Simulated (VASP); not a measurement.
Runs of VASP 6.6.1 on Si2Mo. The structure is that of space group I4/mmm (No. 139), or close to it. The cells are those of the table. 

```tsv
cell	gap on the mesh (eV)	pressure (GPa)	largest force (eV/Å)
a = 4.543 Å, angles 137.8, 137.8, 61.2°, 3 atoms	none	-9.0	0.07
a = 4.374 Å, angles 139.5, 139.5, 58.7°, 3 atoms	none	37.4	0.36
a = 4.489 Å, angles 136.2, 136.2, 63.7°, 3 atoms	none	-11.1	0.06
a = 4.289 Å, angles 138.6, 138.6, 60.0°, 3 atoms	none	(a)	0.43
a = 4.572 Å, angles 137.0, 137.0, 62.4°, 3 atoms	none	-16.1	0.12
a = 4.459 Å, angles 140.3, 140.3, 57.4°, 3 atoms	none	28.2	0.27
a = 4.317 Å, angles 137.8, 137.8, 61.3°, 3 atoms	none	(b)	0.26
```

Alike in all rows: task single point; level PBEsol; potentials or basis VASP PAW PBE potentials, release 64 (Si, Mo_sv); no spin polarisation; k mesh 20 × 20 × 20; cutoff (eV) 520; smearing gaussian 0.15 eV.

Q: Fill in the values left out.

A: (a) 48.4; (b) 29.7.

Caveats: the PAW data sets were made with another functional, which shifts forces and pressure a little; the cell stands under pressure (at least some runs); the cell stands under tension (at least some runs).

A k mesh can miss the band edges, and the runs leave out spin-orbit coupling on Mo.

A gap of «none» marks levels without a gap at the run's occupations.
